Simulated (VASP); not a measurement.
Crystal: Ti2B3.

```xyz
5
Lattice="3.8253 0.0000 0.0000 0.0000 3.8253 0.0000 0.0000 0.0000 3.8253" Properties=species:S:1:pos:R:3 pbc="T T T"
Ti    0.0000    0.0000    0.0000
Ti    1.9127    1.9127    1.9127
B     1.9127    0.0000    0.0000
B     0.0000    1.9127    0.0000
B     0.0000    0.0000    1.9127
```

The cell was built from a structure type or drawn by symmetry, and may not be a known phase.

| Quantity | Value |
| --- | --- |
| Program | VASP 6.6.1 |
| Task | relaxation of cell and atoms |
| Functional | PBE |
| Potentials or basis | VASP PAW PBE potentials, release 64 (Ti_sv, B) |
| Cutoff | 600 eV |
| k mesh | 4 × 4 × 4 |
| Occupations | gaussian, width 0.1 eV |
| Spin | no spin polarisation |

At the start: pressure 11.8 GPa; volume 11.20 Å³/atom.

Q: How do energy, volume and symmetry change on relaxing?

A: Over 3 steps the energy falls by 37.6 meV/atom and the volume is 12.29 Å³/atom (+9.7 %); space group Pm-3m (No. 221, to 0.1 Å) before and after.

The path:
| step | energy change (eV) | largest force (eV/Å) | pressure (GPa) | volume (Å³) |
| --- | --- | --- | --- | --- |
| 1 | 0.0000 | 0.0000 | 11.83 | 55.98 |
| 2 | -0.1759 | 0.0000 | -2.44 | 62.94 |
| 3 | -0.1882 | 0.0000 | 0.00 | 61.43 |

Final structure:
```yaml
crystal:
  lattice:
    - [3.94565, 0.00000, 0.00000]
    - [0.00000, 3.94565, 0.00000]
    - [0.00000, 0.00000, 3.94565]
  atoms:
    - { symbol: Ti, position: [0.00000, 0.00000, 0.00000] }
    - { symbol: Ti, position: [0.50000, 0.50000, 0.50000] }
    - { symbol: B, position: [0.50000, 0.00000, 0.00000] }
    - { symbol: B, position: [0.00000, 0.50000, 0.00000] }
    - { symbol: B, position: [0.00000, 0.00000, 0.50000] }
```

Caveat: the k points lie up to 0.40 Å⁻¹ apart in the final cell, too coarse for converged energies and pressures of a metal.
